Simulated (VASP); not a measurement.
# NbH2 (Fm-3m) in VASP: further runs, part 2 of 2

VASP 6.6.1.

## 3. Single point, r2SCAN (equal strain along all axes, cell held: +3.0 %)

POSCAR

```
NbH2
1.0
    2.3416051753      2.3416051753      0.0000000000
   -2.3416051753      2.3416051753      0.0000000000
    0.0000000000      0.0000000000      4.6832103506
Nb H
2 4
Direct
    0.0000000000      0.0000000000      0.0000000000
    0.5000000000      0.5000000000      0.5000000000
    0.0000000000      0.5000000000      0.7500000000
    0.5000000000      0.0000000000      0.7500000000
    0.5000000000      0.0000000000      0.2500000000
    0.0000000000      0.5000000000      0.2500000000
```

INCAR.step1

```
SYSTEM = NbH2
PREC     = Accurate       ! precision mode
ENCUT    = 520            ! plane-wave cutoff, eV
ISMEAR   = 0              ! smearing method
SIGMA    = 0.1            ! smearing width, eV
LREAL    = .FALSE.        ! projectors in reciprocal space
LASPH    = .TRUE.         ! aspherical terms in the spheres
NELM     = 80             ! most SCF steps
NBANDS   = 24             ! bands
GGA      = PE             ! functional
ALGO     = Normal         ! electronic algorithm
EDIFF    = 1E-4           ! SCF threshold, eV
LWAVE    = .TRUE.         ! write WAVECAR
LCHARG   = .FALSE.        ! write CHGCAR
```

INCAR.step2

```
SYSTEM = NbH2
PREC     = Accurate       ! precision mode
ENCUT    = 520            ! plane-wave cutoff, eV
EDIFF    = 1E-7           ! SCF threshold, eV
ISMEAR   = 0              ! smearing method
SIGMA    = 0.1            ! smearing width, eV
LREAL    = .FALSE.        ! projectors in reciprocal space
LASPH    = .TRUE.         ! aspherical terms in the spheres
NELM     = 80             ! most SCF steps
ALGO     = Normal         ! electronic algorithm
ISIF     = 2              ! what is computed and relaxed
LWAVE    = .FALSE.        ! write WAVECAR
LCHARG   = .TRUE.         ! write CHGCAR
METAGGA  = R2SCAN         ! meta-GGA
LMIXTAU  = .TRUE.       
LELF     = .TRUE.         ! ELF
LVHAR    = .TRUE.       
NBANDS   = 24             ! bands
ISTART   = 1
```

KPOINTS

```
regular mesh
0
G
  12 12 8
  0 0 0
```

Potentials or basis: VASP PAW PBE potentials, release 64 (Nb_sv, H).

Run with:

```bash
> cat potpaw_PBE.64/Nb_sv/POTCAR potpaw_PBE.64/H/POTCAR > POTCAR
> cp INCAR.step1 INCAR
> mpirun -np 1 vasp_std > vasp.out
> cp INCAR.step2 INCAR
> mpirun -np 1 vasp_std > vasp.out
```

OUTCAR:

```text
SYSTEM = NbH2
   PREC = Accurate
   ENCUT = 520
   EDIFF = 1E-7
   ISMEAR = 0
   LREAL = .FALSE.
   LASPH = .TRUE.
   NELM = 80
   ISIF = 2
   METAGGA = R2SCAN
   ISTART = 1

 ion  position               nearest neighbor table
   1  0.000  0.000  0.000-
   2  0.500  0.500  0.500-
   3  0.000  0.500  0.750-
   4  0.500  0.000  0.750-
   5  0.500  0.000  0.250-
   6  0.000  0.500  0.250-

  LATTYP: Found a simple tetragonal cell.
 ALAT       =     3.3115297966
 C/A-ratio  =     1.4142135624

  Lattice vectors:

 A1 = (   2.3416051753,   2.3416051753,   0.0000000000)
 A2 = (  -2.3416051753,   2.3416051753,   0.0000000000)
 A3 = (   0.0000000000,   0.0000000000,   4.6832103506)

Analysis of symmetry for initial positions (statically):
=====================================================================
 Subroutine PRICEL returns following result:

[... 185 lines left out ...]
 Free energy of the ion-electron system (eV)
  ---------------------------------------------------
  ext. energy  EPLUGINS =         0.00000000
  ---------------------------------------------------
  free energy    TOTEN  =       -64.93397158 eV

  energy without entropy =      -64.92316589  energy(sigma->0) =      -64.92856873

 E-fermi :   9.1509     XC(G=0): -12.5041

 val. band max:        9.1329109615   @ k =   0.4167   0.0833   0.1250
 cond. band min:       9.1591738252   @ k =   0.4167   0.2500   0.3750
 fundamental gap:      0.0262628636
 Fermi energy:         9.1509270206

 k-point     1 :       0.0000    0.0000    0.0000
  band No.  band energies     occupation
      1     -48.3246      2.00000
      2     -48.2387      2.00000
      3     -23.9574      2.00000
      4     -23.6072      2.00000
      5     -23.6072      2.00000
      6     -23.4245      2.00000
[... 637 lines left out ...]
     23      16.9956      0.00000
     24      17.4339      0.00000

 [... further k-points ...]
[... 5 lines left out ...]
  --------------------------------------------------------------------------------------
  -------------------------------------------------------------------------------------
  Total       -4.4945789     -4.4945789     -4.5045235      0.0000000     -0.0000000     -0.0000000
  in kB     -140.2163285   -140.2163285   -140.5265675      0.0000000     -0.0000000     -0.0000000
  external PRESSURE =    -140.3197415 kB  Pullay stress =       0.0000000 kB

 VOLUME and BASIS-vectors are now :
 -----------------------------------------------------------------------------
  energy-cutoff  :      520.00
  volume of cell :       51.36
      direct lattice vectors                 reciprocal lattice vectors
     2.341605175  2.341605175  0.000000000     0.213528739  0.213528739  0.000000000
    -2.341605175  2.341605175  0.000000000    -0.213528739  0.213528739  0.000000000
     0.000000000  0.000000000  4.683210351     0.000000000  0.000000000  0.213528739

 POSITION                                       TOTAL-FORCE (eV/Angst)
 -----------------------------------------------------------------------------------
      0.00000      0.00000      0.00000         0.000000      0.000000     -0.000000
      0.00000      2.34161      2.34161        -0.000000     -0.000000      0.000000
     -1.17080      1.17080      3.51241         0.000000     -0.000000     -0.000000
      1.17080      1.17080      3.51241         0.000000      0.000000     -0.000000
      1.17080      1.17080      1.17080         0.000000     -0.000000     -0.000000
     -1.17080      1.17080      1.17080         0.000000      0.000000     -0.000000
 -----------------------------------------------------------------------------------
    total drift:                               -0.000000      0.000000      0.000000

  FREE ENERGIE OF THE ION-ELECTRON SYSTEM (eV)
  ---------------------------------------------------
  free  energy   TOTEN  =       -64.9339715803 eV

  energy  without entropy=      -64.9231658880  energy(sigma->0) =      -64.92856873
```

Run time: 5.2 min. Hardware: 1 thread of Intel Xeon 6975P-C (Granite Rapids), shared host; peak memory 0.28 GiB.

What came out:

| Property | Result |
| --- | --- |
| Free energy | -64.9340 eV |
| Pressure | -14.0 GPa |
| Band gap on the k mesh | zero (bands 15 and 16 overlap by 3.83 eV) |

Caveat: the cell differs from its parent crystal (equal strain along all axes, cell held: +3.0 %); the cell stands under tension; the PAW data sets were made with another functional, which shifts forces and pressure a little.

## 4. Single point, r2SCAN (equal strain along all axes, cell held: +4.5 %)

POSCAR: that of step 3 with these lines changed.

```diff
@@ -2,5 +2,5 @@
 1.0
-    2.3416051753      2.3416051753      0.0000000000
-   -2.3416051753      2.3416051753      0.0000000000
-    0.0000000000      0.0000000000      4.6832103506
+    2.3757062215      2.3757062215      0.0000000000
+   -2.3757062215      2.3757062215      0.0000000000
+    0.0000000000      0.0000000000      4.7514124431
 Nb H
```

INCAR.step1

```
PREC = Accurate ; ENCUT = 520
ISMEAR = 0 ; SIGMA = 0.1
LREAL = F ; LASPH = T
NELM = 100 ; NBANDS = 24
GGA = PE ; ALGO = Normal
EDIFF = 1E-4 ; LWAVE = T
LCHARG = F
```

INCAR.step2

```
PREC = Accurate ; ENCUT = 520
EDIFF = 1E-7 ; ISMEAR = 0
SIGMA = 0.1 ; LREAL = F
LASPH = T ; NELM = 100
ALGO = Normal ; ISIF = 2
LWAVE = F ; LCHARG = F
METAGGA = R2SCAN ; LMIXTAU = T
NBANDS = 24 ; ISTART = 1
```

KPOINTS

```
Automatic mesh
0
Gamma
  12 12 8
```

Potentials or basis: VASP PAW PBE potentials, release 64 (Nb_sv, H).

Run with:

```bash
> cat potpaw_PBE.64/Nb_sv/POTCAR potpaw_PBE.64/H/POTCAR > POTCAR
> cp INCAR.step1 INCAR
> mpirun -np 1 vasp_std > vasp.out
> cp INCAR.step2 INCAR
> mpirun -np 1 vasp_std > vasp.out
```

OUTCAR:

```text
PREC = Accurate
   ENCUT = 520
   EDIFF = 1E-7
   ISMEAR = 0
   LREAL = F
   LASPH = T
   NELM = 100
   ISIF = 2
   METAGGA = R2SCAN
   ISTART = 1

 ion  position               nearest neighbor table
   1  0.000  0.000  0.000-
   2  0.500  0.500  0.500-
   3  0.000  0.500  0.750-
   4  0.500  0.000  0.750-
   5  0.500  0.000  0.250-
   6  0.000  0.500  0.250-

  LATTYP: Found a simple tetragonal cell.
 ALAT       =     3.3597559587
[... 860 lines left out ...]
 [... further k-points ...]
[... 5 lines left out ...]
  --------------------------------------------------------------------------------------
  -------------------------------------------------------------------------------------
  Total       -6.3596918     -6.3596918     -6.3714927      0.0000000     -0.0000000      0.0000000
  in kB     -189.9802515   -189.9802515   -190.3327723      0.0000000     -0.0000000      0.0000000
  external PRESSURE =    -190.0977584 kB  Pullay stress =       0.0000000 kB

 VOLUME and BASIS-vectors are now :
 -----------------------------------------------------------------------------
  energy-cutoff  :      520.00
  volume of cell :       53.63
      direct lattice vectors                 reciprocal lattice vectors
     2.375706222  2.375706222  0.000000000     0.210463733  0.210463733  0.000000000
    -2.375706222  2.375706222  0.000000000    -0.210463733  0.210463733  0.000000000
     0.000000000  0.000000000  4.751412443     0.000000000  0.000000000  0.210463733

 POSITION                                       TOTAL-FORCE (eV/Angst)
 -----------------------------------------------------------------------------------
      0.00000      0.00000      0.00000         0.000000     -0.000000      0.000000
      0.00000      2.37571      2.37571         0.000000     -0.000000      0.000000
     -1.18785      1.18785      3.56356        -0.000000      0.000000     -0.000000
      1.18785      1.18785      3.56356        -0.000000      0.000000     -0.000000
      1.18785      1.18785      1.18785        -0.000000      0.000000     -0.000000
     -1.18785      1.18785      1.18785        -0.000000      0.000000     -0.000000
 -----------------------------------------------------------------------------------
    total drift:                               -0.000000      0.000000      0.000000

  FREE ENERGIE OF THE ION-ELECTRON SYSTEM (eV)
  ---------------------------------------------------
  free  energy   TOTEN  =       -64.7000913411 eV

  energy  without entropy=      -64.6886738759  energy(sigma->0) =      -64.69438261
```

OUTCAR.step1:

```text
PREC = Accurate
   ENCUT = 520
   ISMEAR = 0
   LREAL = F
[... 900 lines left out ...]
     -1.18785      1.18785      3.56356         0.000000      0.000000     -0.000000
      1.18785      1.18785      3.56356         0.000000      0.000000     -0.000000
      1.18785      1.18785      1.18785         0.000000      0.000000     -0.000000
     -1.18785      1.18785      1.18785         0.000000      0.000000     -0.000000
 -----------------------------------------------------------------------------------
    total drift:                               -0.000000      0.000000      0.000000

  FREE ENERGIE OF THE ION-ELECTRON SYSTEM (eV)
  ---------------------------------------------------
  free  energy   TOTEN  =       -35.0736958151 eV

  energy  without entropy=      -35.0618674002  energy(sigma->0) =      -35.06778161
```

Run time: 5.1 min. Hardware: 1 thread of Intel Xeon 6975P-C (Granite Rapids), shared host; peak memory 0.28 GiB.

Results:

* Free energy: -64.7001 eV
* Pressure: -19.0 GPa
* Band gap on the k mesh: zero (bands 15 and 16 overlap by 3.60 eV)

Caveat: the cell differs from its parent crystal (equal strain along all axes, cell held: +4.5 %); the cell stands under tension; the PAW data sets were made with another functional, which shifts forces and pressure a little.

## 5. The runs side by side

```tsv
cell	gap on the mesh (eV)	pressure (GPa)
a = 3.263, b = 3.263, c = 4.615 Å, 6 atoms	none	-7.9
a = 3.312, b = 3.312, c = 4.683 Å, 6 atoms	none	-14.0
a = 3.360, b = 3.360, c = 4.751 Å, 6 atoms	none	-19.0
```

Alike in all rows: task single point; level r2SCAN; potentials or basis VASP PAW PBE potentials, release 64 (Nb_sv, H); no spin polarisation; k mesh 12 × 12 × 8; cutoff (eV) 520; smearing gaussian 0.1 eV.

Caveats: the cell stands under tension; the PAW data sets were made with another functional, which shifts forces and pressure a little.

Absolute energies hang on the potentials; compare differences alone.

The gap in the log of VASP goes by the Fermi energy; the results here count the filled bands.